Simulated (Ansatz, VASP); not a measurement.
## Two plane-wave programs on I

POSCAR

```
I
1.0
    0.0000000000      2.3656004428      3.9098401324
    2.1922454667      0.0000000000      3.9098401324
    2.1922454667      2.3656004428      0.0000000000
I
1
Direct
    0.0000000000      0.0000000000      0.0000000000
```

File INCAR.step1:

```
SYSTEM = I
PREC = Accurate
ENCUT = 600
ISMEAR = -1
SIGMA = 0.05
LREAL = .FALSE.
LASPH = .TRUE.
NELM = 80
GGA = PE
ALGO = Normal
EDIFF = 1E-4
LWAVE = .TRUE.
LCHARG = .FALSE.
```

File INCAR.step2:

```
SYSTEM = I
PREC = Accurate
ENCUT = 600
EDIFF = 1E-6
ISMEAR = -1
SIGMA = 0.05
LREAL = .FALSE.
LASPH = .TRUE.
NELM = 80
ALGO = Normal
ISIF = 3
LWAVE = .FALSE.
LCHARG = .FALSE.
METAGGA = R2SCAN
LMIXTAU = .TRUE.
IBRION = 2
NSW = 60
EDIFFG = -0.01
ISTART = 1
```

File KPOINTS:

```
Automatic mesh
0
G
  9 9 9
  0 0 0
```

Contents of input.yaml:

```yaml
crystal:
  lattice:
    - [0.0, 2.3656004428, 3.9098401324]
    - [2.1922454667, 0.0, 3.9098401324]
    - [2.1922454667, 2.3656004428, 0.0]
  atoms:
    - { symbol: I, position: [0.0, 0.0, 0.0] }
hamiltonian:
  xc: r2scan
  pseudopotentials: { kind: paw }
kpoints:
  mp_grid: { grid: [9, 9, 9] }
scf:
  occupations: { method: fermi_dirac, width: 0.05 }
output:
  forces: true
  stress: true
  eigenvalues: true
  write_density: true
  write_potential: true
  elf: true
  volumetric_format: npy
relax:
  f_tol: 0.01
  max_steps: 40
  cell: { stress_tol: 0.05 }
```

Alike in both runs: task relaxation of cell and atoms; functional r2SCAN; k mesh 9 × 9 × 9; occupations fermi-dirac, width 0.05 eV; no spin polarisation.

|  | VASP | Ansatz |
| --- | --- | --- |
| version | VASP 6.6.1 | Ansatz 0.2.0 |
| potentials or method | VASP PAW PBE potentials, release 64 (I) | Ansatz PAW |
| plane-wave cutoff (eV) | 600 | 500 |
| valence electrons in the cell | 7 | 17 |

|  | VASP | Ansatz | Ansatz less VASP |
| --- | --- | --- | --- |
| gap on the k mesh at the Fermi level, each at its own relaxed structure (eV) | none | none | - |
| relaxed volume (Å³/atom) | 40.51 | 40.55 | +0.042 |
| relaxed length of the cell vector where the two differ most in proportion (Å) | 3.223 | 3.225 | +0.0020 |

VASP's potentials were made for PBE, not for r2SCAN. A gap of «none» marks a metal or a gap that the smearing closes. VASP's potentials hold 7 valence electrons a cell and Ansatz's 17, so a difference there can come from the potentials and not from the codes.

Neither program's run includes spin-orbit coupling. Noted on Ansatz's run: the plane-wave basis is chosen anew once the cell has moved, so the energies of steps on either side of that aren't comparable.
